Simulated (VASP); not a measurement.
# BN (F-43m) in VASP: further runs

Runs on BN. Level: PBE. Tasks: single point.

All numbers are computed with VASP 6.6.1; they aren't measurements. Logs are shortened: lines on timing, memory, paths and dates and some standing lists are left out, and cuts for length are marked.

**1. The cell of the first run**

The structure is cubic, space group F-43m (No. 216). The conventional cell has a = 3.493 Å, b = 3.493 Å, c = 3.493 Å, α = 90.00°, β = 90.00°, γ = 90.00°. B (site symmetry -43m) has 4 N at 1.51 Å within 2.0 Å. N (site symmetry -43m) has 4 B at 1.51 Å within 2.0 Å.

**2. Single point, PBE**

File INCAR:

```
PREC = Accurate
ENCUT = 600
EDIFF = 1E-6
ISMEAR = 0
SIGMA = 0.01
LREAL = False
LASPH = True
NELM = 120
ALGO = Normal
ISIF = 2
LWAVE = False
LCHARG = True
GGA = PE
LELF = True
LVHAR = True
NBANDS = 11
GGA_COMPAT = False
```

File KPOINTS:

```
regular mesh
0
Gamma
  4 4 4
```

File POSCAR:

```
BN
1.0
    0.0000000000      1.7466500000      1.7466500000
    1.7466500000      0.0000000000      1.7466500000
    1.7466500000      1.7466500000      0.0000000000
B N
1 1
Direct
    0.0000000000      0.0000000000      0.0000000000
    0.2500000000      0.2500000000      0.2500000000
```

Potentials or basis: VASP PAW PBE potentials, release 64 (B, N).

Run with:

```
> cat potpaw_PBE.64/B/POTCAR potpaw_PBE.64/N/POTCAR > POTCAR
> mpirun -np 1 vasp_std > vasp.out
```

OUTCAR:

```text
PREC = Accurate
   ENCUT = 600
   EDIFF = 1E-6
   ISMEAR = 0
   LREAL = False
   LASPH = True
   NELM = 120
   ISIF = 2
   GGA = PE

 ion  position               nearest neighbor table
   1  0.000  0.000  0.000-   2 1.51   2 1.51   2 1.51   2 1.51
   2  0.250  0.250  0.250-   1 1.51   1 1.51   1 1.51   1 1.51

  LATTYP: Found a face centered cubic cell.
 ALAT       =     3.4933000000

  Lattice vectors:

 A1 = (   0.0000000000,   1.7466500000,   1.7466500000)
 A2 = (   1.7466500000,   0.0000000000,   1.7466500000)
 A3 = (   1.7466500000,   1.7466500000,   0.0000000000)

Analysis of symmetry for initial positions (statically):
=====================================================================
 Subroutine PRICEL returns:
 Original cell was already a primitive cell.

 Routine SETGRP: Setting up the symmetry group for a
 face centered cubic supercell.

 Subroutine GETGRP returns: Found 24 space group operations
 (whereof 24 operations were pure point group operations)
 out of a pool of 48 trial point group operations.

The static configuration has the point symmetry T_d .

Analysis of symmetry for dynamics (positions and initial velocities):
=====================================================================
 Subroutine PRICEL returns:
 Original cell was already a primitive cell.

 Routine SETGRP: Setting up the symmetry group for a
 face centered cubic supercell.

 Subroutine GETGRP returns: Found 24 space group operations
 (whereof 24 operations were pure point group operations)
 out of a pool of 48 trial point group operations.

The dynamic configuration has the point symmetry T_d .

 Subroutine INISYM returns: Found 24 space group operations
 (whereof 24 operations are pure point group operations),
 and found     1 'primitive' translations

----------------------------------------------------------------------------------------

                                     Primitive cell

  volume of cell :      10.6573

  direct lattice vectors                    reciprocal lattice vectors
     0.000000000  1.746650000  1.746650000    -0.286262273  0.286262273  0.286262273
     1.746650000  0.000000000  1.746650000     0.286262273 -0.286262273  0.286262273
     1.746650000  1.746650000  0.000000000     0.286262273  0.286262273 -0.286262273

  length of vectors
     2.470136119  2.470136119  2.470136119     0.495820802  0.495820802  0.495820802

  position of ions in fractional coordinates (direct lattice)
     0.000000000  0.000000000  0.000000000
     0.250000000  0.250000000  0.250000000

  ion indices of the primitive-cell ions
   primitive index   ion index
                 1           1
                 2           2

----------------------------------------------------------------------------------------

 KPOINTS: regular mesh

Automatic generation of k-mesh.
 Grid dimensions read from file:
 generate k-points for:    4    4    4

 Generating k-lattice:

  Cartesian coordinates                     Fractional coordinates (reciprocal lattice)
    -0.071565568  0.071565568  0.071565568     0.250000000  0.000000000  0.000000000
     0.071565568 -0.071565568  0.071565568     0.000000000  0.250000000  0.000000000
     0.071565568  0.071565568 -0.071565568     0.000000000  0.000000000  0.250000000

  Length of vectors
     0.123955200  0.123955200  0.123955200

  Shift w.r.t. Gamma in fractional coordinates (k-lattice)
     0.000000000  0.000000000  0.000000000

 Subroutine IBZKPT returns following result:
 ===========================================

 Found      8 irreducible k-points:

 Following reciprocal coordinates:
            Coordinates               Weight
  0.000000  0.000000  0.000000      1.000000
  0.250000  0.000000  0.000000      8.000000
  0.500000  0.000000  0.000000      4.000000
  0.250000  0.250000  0.000000      6.000000
  0.500000  0.250000  0.000000     24.000000
 -0.250000  0.250000  0.000000     12.000000
  0.500000  0.500000  0.000000      3.000000
 -0.250000  0.500000  0.250000      6.000000
   k-points           NKPTS =      8   k-points in BZ     NKDIM =      8   number of bands    NBANDS=     11
   number of dos      NEDOS =    301   number of ions     NIONS =      2
   total plane-waves  NPLWV =   8000
   dimension x,y,z NGX =    20 NGY =   20 NGZ =   20
   dimension x,y,z NGXF=    40 NGYF=   40 NGZF=   40
   ions per type =               1   1
   NGX,Y,Z   is equivalent  to a cutoff of  13.46, 13.46, 13.46 a.u.
   NGXF,Y,Z  is equivalent  to a cutoff of  26.92, 26.92, 26.92 a.u.
 SYSTEM =  unknown system
   PREC   = accura    normal or accurate (medium, high low for compatibility)
   ISTART =      0    job   : 0-new  1-cont  2-samecut
   ICHARG =      2    charge: 1-file 2-atom 10-const
   ISPIN  =      1    spin polarized calculation?
   LNONCOLLINEAR =      F non collinear calculations
   LSORBIT =      F    spin-orbit coupling
   LASPH  =      T    aspherical Exc in radial PAW
   ENCUT  =  600.0 eV  44.10 Ry    6.64 a.u.   4.93  4.93  4.93*2*pi/ulx,y,z
   NELM   =    120;   NELMIN=  2; NELMDL= -5     # of ELM steps
   EDIFF  = 0.1E-05   stopping-criterion for ELM
   LREAL  =      F    real-space projection
   EDIFFG = 0.1E-04   stopping-criterion for IOM
   NSW    =      0    number of steps for IOM
   IBRION =     -1    ionic relax: 0-MD 1-quasi-New 2-CG
   NFREE  =      0    steps in history (QN), initial steepest desc. (CG)
   ISIF   =      2    stress and relaxation
   ISYM   =      2    0-nonsym 1-usesym 2-fastsym
   POTIM  = 0.5000    time-step for ionic-motion
   TEBEG  =    0.0;   TEEND  =   0.0 temperature during run
   PSTRESS=    0.0 pullay stress
   NELECT =       8.0000    total number of electrons
   NUPDOWN=      -1.0000    fix difference up-down
   EMIN   =  10.00;   EMAX   =-10.00  energy-range for DOS
   EFERMI =   0.00;   METHOD = LEGACY
   ISMEAR =     0;   SIGMA  =   0.01  broadening in eV -4-tet -1-fermi 0-gaus
   EFERMI_NEDOS =   21; number of points for ismear=-14 and -15
   IALGO  =     38    algorithm
   IMIX   =      4    mixing-type and parameters
     AMIX     =   0.40;   BMIX     =  1.00
     AMIX_MAG =   1.60;   BMIX_MAG =  1.00
  volume/ion in A,a.u.               =       5.33        35.96
  Fermi-wavevector in a.u.,A,eV,Ry     =   1.487838  2.811606 30.118693  2.213662
  Thomas-Fermi vector in A             =   2.600948
   LORBIT       =      0    0 simple, 1 ext, 2 COOP (PROOUT), +10 PAW based schemes
   GGA     = PE    functional components
   LHFCALC =     F    Hartree Fock is set to
   AEXX    =    0.0000 exact exchange contribution
   IVDW    =     0    specifies the selected vdW correction
   LEPSILON=     F    determine dielectric tensor
   LRPA    =     F    only Hartree local field effects (RPA)
 non-spin polarized calculation
 Gauss-broadening in eV      SIGMA  =   0.01
  energy-cutoff  :      600.00
  volume of cell :       10.66
 maximum number of plane-waves:       363
   NGX =  9   NGY =  9   NGZ =  9

 number of electron       8.0000001 magnetization

 Free energy of the ion-electron system (eV)
  ---------------------------------------------------
  ext. energy  EPLUGINS =         0.00000000
  ---------------------------------------------------
  free energy    TOTEN  =       -17.18903749 eV

  energy without entropy =      -17.18903749  energy(sigma->0) =      -17.18903749

 E-fermi :   8.9395     XC(G=0): -13.3274

 val. band max:        8.7583636566   @ k =   0.0000   0.0000   0.0000
 cond. band min:      13.2944584098   @ k =   0.5000   0.5000   0.0000
 fundamental gap:      4.5360947532
 Fermi energy:         8.9394558274

 k-point     1 :       0.0000    0.0000    0.0000
  band No.  band energies     occupation
      1     -12.7053      2.00000
      2       8.7584      2.00000
      3       8.7584      2.00000
      4       8.7584      2.00000
      5      18.0403      0.00000
      6      18.0403      0.00000
      7      18.0403      0.00000
      8      20.8235      0.00000
      9      35.4666      0.00000
     10      37.7821      0.00000
     11      37.7821      0.00000

 k-point     2 :       0.2500    0.0000    0.0000
  band No.  band energies     occupation
      1     -11.0934      2.00000
      2       2.8433      2.00000
      3       7.5011      2.00000
      4       7.5011      2.00000
      5      19.4705      0.00000
      6      19.7077      0.00000
      7      19.7077      0.00000
      8      23.7313      0.00000
      9      33.3192      0.00000
     10      33.3192      0.00000
     11      33.5093      0.00000

 k-point     3 :       0.5000    0.0000    0.0000
  band No.  band energies     occupation
      1      -7.9773      2.00000
      2      -2.9362      2.00000
      3       6.6099      2.00000
      4       6.6099      2.00000
      5      20.0031      0.00000
      6      20.0031      0.00000
      7      20.2689      0.00000
      8      25.0624      0.00000
      9      33.7466      0.00000
     10      37.2489      0.00000
     11      37.2489      0.00000

 k-point     4 :       0.2500    0.2500    0.0000
  band No.  band energies     occupation
      1     -10.5650      2.00000
      2       4.6321      2.00000
      3       5.3927      2.00000
      4       5.3927      2.00000
      5      15.9334      0.00000
      6      21.1915      0.00000
      7      23.2257      0.00000
      8      23.2257      0.00000
      9      28.3463      0.00000
     10      38.1779      0.00000
     11      40.8311      0.00000

 k-point     5 :       0.5000    0.2500    0.0000
  band No.  band energies     occupation
      1      -7.5254      2.00000
      2      -0.7557      2.00000
      3       3.1443      2.00000
      4       4.6912      2.00000
      5      16.6526      0.00000
      6      22.7618      0.00000
      7      24.2843      0.00000
      8      24.8471      0.00000
      9      30.1428      0.00000
     10      37.3439      0.00000
     11      38.9678      0.00000

 k-point     6 :      -0.2500    0.2500    0.0000
  band No.  band energies     occupation
      1      -8.6708      2.00000
      2       0.5639      2.00000
      3       2.6338      2.00000
      4       6.4309      2.00000
      5      19.0096      0.00000
      6      21.7453      0.00000
      7      22.8040      0.00000
      8      24.8101      0.00000
      9      31.5771      0.00000
     10      31.6415      0.00000
     11      37.6458      0.00000

 k-point     7 :       0.5000    0.5000    0.0000
  band No.  band energies     occupation
      1      -6.4649      2.00000
      2      -0.8760      2.00000
      3       3.3118      2.00000
      4       3.3118      2.00000
      5      13.2945      0.00000
      6      18.5337      0.00000
      7      28.2998      0.00000
      8      28.2998      0.00000
      9      31.3856      0.00000
     10      38.2789      0.00000
     11      44.2671      0.00000

 k-point     8 :      -0.2500    0.5000    0.2500
  band No.  band energies     occupation
      1      -6.0646      2.00000
      2       0.6971      2.00000
      3       0.9663      2.00000
      4       1.4751      2.00000
      5      18.7877      0.00000
      6      23.3198      0.00000
      7      23.8601      0.00000
      8      25.0616      0.00000
      9      29.6702      0.00000
     10      36.2397      0.00000
     11      39.9300      0.00000

------------------------ aborting loop because EDIFF is reached ----------------------------------------

  FORCE on cell =-STRESS in cart. coord.  units (eV):
  Direction    XX          YY          ZZ          XY          YZ          ZX
  --------------------------------------------------------------------------------------
  -------------------------------------------------------------------------------------
  Total        3.4317331      3.4317331      3.4317331      0.0000000      0.0000000     -0.0000000
  in kB      515.9129397    515.9129397    515.9129397      0.0000000      0.0000000     -0.0000000
  external PRESSURE =     515.9129397 kB  Pullay stress =       0.0000000 kB

 VOLUME and BASIS-vectors are now :
 -----------------------------------------------------------------------------
  energy-cutoff  :      600.00
  volume of cell :       10.66
      direct lattice vectors                 reciprocal lattice vectors
     0.000000000  1.746650000  1.746650000    -0.286262273  0.286262273  0.286262273
     1.746650000  0.000000000  1.746650000     0.286262273 -0.286262273  0.286262273
     1.746650000  1.746650000  0.000000000     0.286262273  0.286262273 -0.286262273

 POSITION                                       TOTAL-FORCE (eV/Angst)
 -----------------------------------------------------------------------------------
      0.00000      0.00000      0.00000        -0.000000     -0.000000     -0.000000
      0.87333      0.87333      0.87333         0.000000      0.000000      0.000000
 -----------------------------------------------------------------------------------
    total drift:                                0.000000      0.000000      0.000000

  FREE ENERGIE OF THE ION-ELECTRON SYSTEM (eV)
  ---------------------------------------------------
  free  energy   TOTEN  =       -17.1890374855 eV

  energy  without entropy=      -17.1890374855  energy(sigma->0) =      -17.18903749
```

Wall time 2.8 s (1 thread of AMD EPYC 7R43 (Zen 3), shared host); peak memory 0.08 GiB.

What came out:

```yaml
Free_energy: -17.1890 eV
Pressure: 51.6 GPa
Band_gap_on_the_k_mesh: 4.54 eV, indirect (least direct gap 9.28 eV)
```

Caveat: the k points lie up to 0.78 Å⁻¹ apart. PBE gaps usually lie below the measured ones, often by a third to a half.

(Continued in part 2 of 2.)
